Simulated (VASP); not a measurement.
Wanted: the native input for a VASP 6.6.1 run.

```yaml
Task: single point
Functional: PBEsol
Potentials_or_basis: VASP PAW PBE potentials, release 64 (In_d, Se)
Cutoff: 520 eV
k_mesh: 12 × 12 × 4
Occupations: gaussian, width 0.05 eV
Spin: no spin polarisation
Dipole_correction: no
Further_INCAR_settings: ALGO = Normal; EDIFF = 1e-07; NBANDS = 48
```

The structure of InSe lies in POSCAR:

```
InSe
1.0
    4.0500000000      0.0000000000      0.0000000000
   -2.0250000000      3.5074028900      0.0000000000
    0.0000000000      0.0000000000     16.9300000000
In Se
4 4
Direct
    0.3333333300      0.6666666700      0.1570000000
    0.6666666700      0.3333333300      0.6570000000
    0.3333333300      0.6666666700      0.3430000000
    0.6666666700      0.3333333300      0.8430000000
    0.3333333300      0.6666666700      0.6020000000
    0.6666666700      0.3333333300      0.1020000000
    0.3333333300      0.6666666700      0.8980000000
    0.6666666700      0.3333333300      0.3980000000
```

The input as run:

INCAR

```
PREC = Accurate
ENCUT = 520
EDIFF = 1E-7
ISMEAR = 0
SIGMA = 0.05
LREAL = False
LASPH = True
NELM = 60
ALGO = Normal
ISIF = 2
LWAVE = False
LCHARG = False
GGA = PS
NBANDS = 48
```

KPOINTS

```
regular mesh
0
Gamma
  12 12 4
```

Potentials or basis: VASP PAW PBE potentials, release 64 (In_d, Se).

Launch:

```bash
$ cat potpaw_PBE.64/In_d/POTCAR potpaw_PBE.64/Se/POTCAR > POTCAR
$ mpirun -np 1 vasp_std > vasp.out
```

It gave:

```
Pressure               : 5.1 GPa
Largest force          : 2.759 eV/Å
Band gap on the k mesh : zero (bands 38 and 39 overlap by 0.09 eV)
```

Caveat: the stress differs along the axes, from 0 to 8 GPa; the PAW data sets were made with another functional, which shifts forces and pressure a little; spin-orbit coupling is left out, which moves the levels of the heavy elements.

It took 29 min on 1 thread of Intel Xeon 8259CL, with other jobs on the host, peak memory 0.65 GiB.
